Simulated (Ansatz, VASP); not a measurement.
# Pt: VASP beside Ansatz

```
Pt
1.0
     2.89647    0.00000    0.00000
    -1.44823    2.03062    0.00000
     0.00000    0.00000    4.78138
Pt
2
Cartesian
  1.4482 0.6769 3.5860
  0.0000 1.3537 1.1953
```

Change from the starting cell: normal strain along x +0.0500, normal strain along y -0.1500.

Alike in both runs: task single point; functional PBE; k mesh 18 × 18 × 10; occupations gaussian, width 0.15 eV; no spin polarisation.

```csv
,VASP,Ansatz
version,VASP 6.6.1,Ansatz 0.2.0
potentials or method,"VASP PAW PBE potentials, release 64 (Pt), cutoff 520 eV","scalar-relativistic, plane waves, PAW"
valence electrons in the cell,20,36
```

Ansatz gave:

- gap on the k mesh at the Fermi level (eV): none
- pressure (GPa): 52.4
- traceless stress, the component that is largest in VASP (GPa): 42.24
- rms of the force components (eV/Å): 0.121

Task: Which values does VASP return?

Result: gap on the k mesh at the Fermi level (eV): none; pressure (GPa): 51.8; traceless stress, the component that is largest in VASP (GPa): 41.91; rms of the force components (eV/Å): 0.120.

Atom by atom the forces differ by 0.000 eV/Å (rms over components). A gap of «none» marks a metal or a gap that the smearing closes. Both programs put the cell under a high pressure, so it lies far from rest at this level. VASP's potentials hold 20 valence electrons a cell and Ansatz's 36, so a difference there can come from the potentials and not from the codes.

Spin-orbit coupling is off throughout.
